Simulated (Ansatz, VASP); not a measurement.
**Sc3AlP: VASP beside Ansatz**

INCAR

```
ALGO     = Normal         # electronic algorithm
EDIFF    = 1E-7           # SCF threshold, eV
ENCUT    = 520            # plane-wave cutoff, eV
GGA      = PE             # functional
ISIF     = 2              # what is computed and relaxed
ISMEAR   = 0              # smearing method
LASPH    = True           # aspherical terms in the spheres
LCHARG   = False          # write CHGCAR
LREAL    = False          # projectors in reciprocal space
LWAVE    = False          # write WAVECAR
NBANDS   = 28             # bands
NELM     = 100            # most SCF steps
PREC     = Accurate       # precision mode
SIGMA    = 0.1            # smearing width, eV
```

Contents of KPOINTS:

```
k-points
0
Gamma
  6 6 4
```

POSCAR

```
Sc3AlP
1.0
    4.2991916800      0.0000000000      0.0000000000
   -2.1495958400      3.7232092100      0.0000000000
    0.0000000000      0.0000000000      5.1598958200
Sc Al P
3 1 1
Direct
    0.6666666700      0.3333333300      0.2489190000
    0.6666666700      0.3333333300      0.7510810000
    0.0000000000      0.0000000000      0.0000000000
    0.3333333300      0.6666666700      0.0000000000
    0.0000000000      0.0000000000      0.5000000000
```

Input for Ansatz:

```yaml
crystal:
  lattice:
    - [4.29919168, 0.0, 0.0]
    - [-2.14959584, 3.72320921, 0.0]
    - [0.0, 0.0, 5.15989582]
  atoms:
    - { symbol: Sc, position: [0.66666667, 0.33333333, 0.248919] }
    - { symbol: Sc, position: [0.66666667, 0.33333333, 0.751081] }
    - { symbol: Sc, position: [0.0, 0.0, 0.0] }
    - { symbol: Al, position: [0.33333333, 0.66666667, 0.0] }
    - { symbol: P, position: [0.0, 0.0, 0.5] }
basis:
  ecutwfc: 420
kpoints:
  mp_grid: { grid: [6, 6, 4] }
hamiltonian:
  xc: pbe
scf:
  occupations: { method: gaussian, width: 0.1 }
  lower_state_search: "off"
output:
  forces: true
  stress: true
  eigenvalues: true
```

Change from the starting cell: species swapped into the GaFe3As type (P-6m2, No. 187).

Alike in both runs: task single point; functional PBE; k mesh 6 × 6 × 4; occupations gaussian, width 0.1 eV; no spin polarisation.

```csv
,VASP,Ansatz
version,VASP 6.6.1,Ansatz 0.2.0
potentials or method,"VASP PAW PBE potentials, release 64 (Sc_sv, Al, P), cutoff 520 eV","scalar-relativistic, plane waves, PAW"
valence electrons in the cell,41,41
```

Ansatz gave:

```
gap on the k mesh at the Fermi level (eV) : none
rms of the force components (eV/Å)        : 0.949
```

Q: Estimate VASP's values.

A: gap on the k mesh at the Fermi level (eV): none; rms of the force components (eV/Å): 0.956.

Atom by atom the forces differ by 0.007 eV/Å (rms over components). A gap of «none» marks a metal or a gap that the smearing closes. The functional is the same, so the differences come from potentials, cutoffs and numerics.
